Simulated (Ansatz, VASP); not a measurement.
## Two plane-wave programs on Cs4Sb

```
Cs Sb
1.0
    -3.39920    3.39920    3.39920
     3.39920   -3.39920    3.39920
     3.39920    3.39920   -3.39920
Cs Sb
4 1
Cartesian
  1.6996 1.6996 1.6996
  1.6996 1.6996 -1.6996
  1.6996 -1.6996 1.6996
  -1.6996 1.6996 1.6996
  0.0000 0.0000 0.0000
```

Alike in both runs: task relaxation of cell and atoms; functional PBE; k mesh 4 × 4 × 4; occupations gaussian, width 0.1 eV; no spin polarisation.

|  | VASP | Ansatz |
| --- | --- | --- |
| version | VASP 6.6.1 | Ansatz 0.2.0 |
| potentials or method | VASP PAW PBE potentials, release 64 (Cs_sv, Sb), cutoff 600 eV | scalar-relativistic, plane waves, PAW |
| valence electrons in the cell | 41 | 51 |

Ansatz gave:

- gap on the k mesh at the Fermi level, each at its own relaxed structure (eV): none
- relaxed volume (Å³/atom): 77.25
- relaxed cell length with the largest relative difference (Å): 7.946

Which values does VASP return?

gap on the k mesh at the Fermi level, each at its own relaxed structure (eV): none; relaxed volume (Å³/atom): 78.58; relaxed cell length with the largest relative difference (Å): 7.992.

A gap of «none» marks a metal or a gap that the smearing closes. VASP's potentials hold 41 valence electrons a cell and Ansatz's 51, so a difference there can come from the potentials and not from the codes.

Neither program's run includes spin-orbit coupling. Noted on VASP's run: the volume moved by over 15 % at a fixed basis, so the end points are rough.
